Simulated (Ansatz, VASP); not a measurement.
## MgO: VASP beside Ansatz

```
Mg O
1.0
     0.00000    2.03236    2.03236
     2.03236    0.00000    2.03236
     2.03236    2.03236    0.00000
Mg O
1 1
Cartesian
  0.0000 0.0000 0.0000
  2.0324 2.0324 2.0324
```

Alike in both runs: task single point; functional PBE; k mesh 10 × 10 × 10; no spin polarisation.

```csv
,VASP,Ansatz
version,VASP 6.6.1,Ansatz 0.2.0
potentials or method,"VASP PAW PBE potentials, release 64 (Mg, O), cutoff 600 eV","scalar-relativistic, plane waves, PAW"
occupations,"gaussian, width 0.01 eV",fixed
valence electrons in the cell,8,16
```

```csv
,VASP,Ansatz,Ansatz less VASP
gap on the k mesh at the Fermi level (eV),5.84,5.85,+0.010
least direct gap on the mesh (eV),5.84,5.85,+0.010
pressure (GPa),26.0,26.9,+0.98
```

VASP's potentials hold 8 valence electrons a cell and Ansatz's 16, so a difference there can come from the potentials and not from the codes.
